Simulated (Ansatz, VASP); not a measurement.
**Al2Ru in VASP and in Ansatz**

Contents of INCAR:

```
SYSTEM = Al2Ru
  ALGO = Normal
  EDIFF = 1E-6
  ENCUT = 520
  GGA = CA
  ISIF = 2
  ISMEAR = 0
  LASPH = .True.
  LCHARG = .False.
  LREAL = .False.
  LWAVE = .False.
  NBANDS = 29
  NELM = 60
  PREC = Accurate
  SIGMA = 0.03
```

File KPOINTS:

```
k-points
0
Gamma
  10 10 10
  0 0 0
```

File POSCAR:

```
Al2Ru
1.0
    0.0000000000      3.7350608044      4.1062340616
    2.4090707660      0.0000000000      4.1062340616
    2.4090707660      3.7350608044      0.0000000000
Al Ru
4 2
Direct
    0.0788992938      0.4211007062      0.0788992938
    0.4211007062      0.0788992938      0.4211007062
    0.1711007062      0.8288992938      0.1711007062
    0.8288992938      0.1711007062      0.8288992938
    0.7500000000      0.7500000000      0.7500000000
    0.5000000000      0.5000000000      0.5000000000
```

Input for Ansatz:

```yaml
crystal:
  lattice:
    - [0.0, 3.7350608044, 4.1062340616]
    - [2.409070766, 0.0, 4.1062340616]
    - [2.409070766, 3.7350608044, 0.0]
  atoms:
    - { symbol: Al, position: [0.0788992938, 0.4211007062, 0.0788992938] }
    - { symbol: Al, position: [0.4211007062, 0.0788992938, 0.4211007062] }
    - { symbol: Al, position: [0.1711007062, 0.8288992938, 0.1711007062] }
    - { symbol: Al, position: [0.8288992938, 0.1711007062, 0.8288992938] }
    - { symbol: Ru, position: [0.75, 0.75, 0.75] }
    - { symbol: Ru, position: [0.5, 0.5, 0.5] }
basis:
  ecutwfc: 420
kpoints:
  mp_grid: { grid: [10, 10, 10] }
hamiltonian:
  xc: lda
  pseudopotentials: { kind: paw, azcp: { folder: soft_1 } }
scf:
  occupations: { method: gaussian, width: 0.03 }
output:
  forces: true
  stress: true
  eigenvalues: true
```

Change from the starting cell: volume 12.316 Å^3 an atom, stretch along a over the lengths across it, relative to the relaxed cell 1.0947.

Alike in both runs: task single point; functional LDA; k mesh 10 × 10 × 10; occupations gaussian, width 0.03 eV; no spin polarisation.

|  | VASP | Ansatz |
| --- | --- | --- |
| version | VASP 6.6.1 | Ansatz 0.2.0 |
| potentials or method | VASP PAW LDA potentials, release 64 (Al, Ru_pv), cutoff 520 eV | scalar-relativistic, plane waves, PAW |
| valence electrons in the cell | 40 | 44 |

|  | VASP | Ansatz | Ansatz less VASP |
| --- | --- | --- | --- |
| gap on the k mesh at the Fermi level (eV) | 0.48 | 0.48 | 0.000 |
| least direct gap on the mesh (eV) | 1.29 | 1.29 | 0.000 |
| pressure (GPa) | 20.7 | 20.0 | -0.69 |
| traceless stress, the component that is largest in VASP (GPa) | -20.37 | -20.32 | +0.055 |
| rms of the force components (eV/Å) | 0.086 | 0.093 | +0.0064 |

Ansatz warns that its potentials were made for another functional, while VASP's fit it. LDA's correlation is that of Perdew and Zunger in VASP and of Perdew and Wang (1992) in Ansatz. Atom by atom the forces differ by 0.006 eV/Å (rms over components). VASP's potentials hold 40 valence electrons a cell and Ansatz's 44, so a difference there can come from the potentials and not from the codes.
